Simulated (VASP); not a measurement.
Wanted: the native input for a VASP 6.6.1 run.

- Task: relaxation of cell and atoms
- Functional: PBE
- Potentials or basis: VASP PAW PBE potentials, release 64 (Sm_3, Nb_sv), 4f in core
- Cutoff: 500 eV
- k mesh: 6 × 6 × 6
- Occupations: gaussian, width 0.2 eV
- Spin: no spin polarisation
- Dipole correction: no
- Mended: yes
- Further INCAR settings: ALGO = Normal; EDIFF = 1e-07; IBRION = 2; EDIFFG = -0.08; NSW = 36; ISIF = 3

The structure of SmNb lies in POSCAR:

```
SmNb
1.0
    3.5133766200      0.0000000000      0.0000000000
    0.0000000000      3.5133766200      0.0000000000
    0.0000000000      0.0000000000      3.5133766200
Sm Nb
1 1
Direct
    0.0000000000      0.0000000000      0.0000000000
    0.5000000000      0.5000000000      0.5000000000
```

The cell was built from a structure type or drawn by symmetry, and may not be a known phase.

The input as run:

INCAR

```
  PREC = Accurate
  ENCUT = 500
  EDIFF = 1E-7
  ISMEAR = 0
  SIGMA = 0.2
  LREAL = F
  LASPH = T
  NELM = 200
  ALGO = Normal
  ISIF = 3
  LWAVE = F
  LCHARG = F
  GGA = PE
  IBRION = 2
  NSW = 36
  EDIFFG = -0.08
  GGA_COMPAT = F
  NELMIN = 4
  LMAXMIX = 6
```

KPOINTS

```
regular mesh
0
Gamma
  6 6 6
```

Potentials or basis: VASP PAW PBE potentials, release 64 (Sm_3, Nb_sv), 4f in core.

Launch:

```bash
$ cat potpaw_PBE.64/Sm_3/POTCAR potpaw_PBE.64/Nb_sv/POTCAR > POTCAR
$ mpirun -np 1 vasp_std > vasp.out
```

Results of the run:

```
Relaxed volume                        : 24.02 Å³/atom
Relaxed cell                          : a = 3.635 Å, b = 3.635 Å, c = 3.635 Å, α = 90.00°, β = 90.00°, γ = 90.00°
Space group after relaxing (to 0.1 Å) : Pm-3m (No. 221)
Energy gained by relaxing             : 56.4 meV/atom
Ionic steps                           : 3
Pressure after relaxing               : 0.0 GPa
Band gap on the k mesh                : zero (bands 12 and 13 overlap by 0.92 eV)
```

Caveat: spin-orbit coupling is left out, which moves the levels of the heavy elements; the 4f electrons are frozen in the core, so they carry no moment and show no levels.

Run time: 21 s on 1 thread of Intel(R) Xeon(R) Platinum 8481C CPU @ 2.70GHz (Sapphire Rapids), on a shared host, peak memory 0.17 GiB.
